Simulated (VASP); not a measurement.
Cu2O, 6 atoms in the cell. The structure is cubic, space group Pn-3m (No. 224). Conventional cell: a = 4.260 Å, b = 4.260 Å, c = 4.260 Å, α = 90.00°, β = 90.00°, γ = 90.00°. Cu (site symmetry -3m) has 2 O at 1.84 Å within 2.4 Å. Within 2.4 Å of O (site symmetry -43m) lie 4 Cu at 1.84 Å. 

```yaml
Program: VASP 6.6.1
Task: electric field gradients
Functional: PBE
Potentials_or_basis: VASP PAW PBE potentials, release 64 (Cu, O)
Cutoff: 520 eV
k_mesh: 7 × 7 × 7
Occupations: fermi-dirac, width 0.02 eV
Spin: no spin polarisation
Hubbard_terms: Cu d U = 1.0 eV
Dipole_correction: no
Further_INCAR_settings: ALGO = Normal; EDIFF = 1e-08; NBANDS = 37
```

Potentials or basis: VASP PAW PBE potentials, release 64 (Cu, O).

Command:

```console
$ cat potpaw_PBE.64/Cu/POTCAR potpaw_PBE.64/O/POTCAR > POTCAR
$ mpirun -np 1 vasp_std > vasp.out
```

Hardware: 1 thread of Intel(R) Xeon(R) 6975P-C (Granite Rapids) (shared host).

**Question.** Estimate the wall time of this run.

**Answer.** Wall time 28 s on 1 thread of Intel(R) Xeon(R) 6975P-C (Granite Rapids), with other jobs on the host, peak memory 0.19 GiB. Counts: scf iterations 17, k points 20.
